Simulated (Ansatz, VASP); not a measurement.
Cu in VASP and in Ansatz

```xyz
1
Lattice="-1.4790 1.4790 1.4443 1.4790 -1.4790 1.4443 1.4790 1.4790 -1.4443" Properties=species:S:1:pos:R:3 pbc="T T T"
Cu    0.0000    0.0000    0.0000
```

Alike in both runs: task single point; functional PBE; k mesh 24 × 24 × 24; occupations gaussian, width 0.15 eV; no spin polarisation.

|  | VASP | Ansatz |
| --- | --- | --- |
| version | VASP 6.6.1 | Ansatz 0.2.0 |
| potentials or method | VASP PAW PBE potentials, release 64 (Cu), cutoff 520 eV | scalar-relativistic, plane waves, PAW |
| valence electrons in the cell | 11 | 19 |

VASP gave:

* gap on the k mesh at the Fermi level (eV): none
* pressure (GPa): -5.7
* traceless stress, the component that is largest in VASP (GPa): -0.14

**Question.** What did Ansatz give for the same quantities?

**Answer.** gap on the k mesh at the Fermi level (eV): none; pressure (GPa): -6.3; traceless stress, the component that is largest in VASP (GPa): -0.14.

A gap of «none» marks a metal or a gap that the smearing closes. VASP's potentials hold 11 valence electrons a cell and Ansatz's 19, so a difference there can come from the potentials and not from the codes.
